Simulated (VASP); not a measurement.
## GePt: single point with PBE

Crystal: GePt.

```xyz
2
Lattice="1.8649 1.0767 2.9326 -1.8649 1.0767 2.9326 0.0000 -2.1534 2.9326" Properties=species:S:1:pos:R:3 pbc="T T T"
Ge    0.0000    0.0000    4.3989
Pt    0.0000    0.0000    0.0000
```

The cell was built from a structure type or drawn by symmetry, and may not be a known phase.

```json
{
  "Program": "VASP 6.6.1",
  "Task": "single point",
  "Functional": "PBE",
  "Potentials or basis": "VASP PAW PBE potentials, release 64 (Ge_d, Pt)",
  "Cutoff": "500 eV",
  "k mesh": "6 × 6 × 6",
  "Occupations": "gaussian, width 0.2 eV",
  "Spin": "no spin polarisation"
}
```

| Property | Result |
| --- | --- |
| Pressure | 0.0 GPa |
| Band gap on the k mesh | zero (bands 12 and 13 overlap by 3.03 eV) |

Stress tensor (GPa, compression positive):
```
-0.18  0.00  0.00
 0.00 -0.18  0.00
 0.00  0.00  0.42
```

Levels at points of the mesh, in eV from the Fermi level:
```csv
k point,band 10,band 11,band 12,band 13,band 14,band 15
"(0.00, 0.00, 0.00)",-3.02,-3.02,2.63,2.63,3.09,6.58
"(0.50, 0.00, 0.00)",-2.29,-2.16,-1.45,5.45,6.53,6.64
"(0.50, 0.50, 0.00)",-1.86,-1.85,-0.67,-0.41,0.03,2.58
"(0.50, 0.50, 0.50)",-2.13,-2.13,-1.25,5.03,6.51,6.51
```

Wall time 12 s on 1 thread of Intel(R) Xeon(R) 6975P-C (Granite Rapids), on a shared host, peak memory 0.17 GiB.

Caveat: spin-orbit coupling is left out, which moves the levels of the heavy elements.
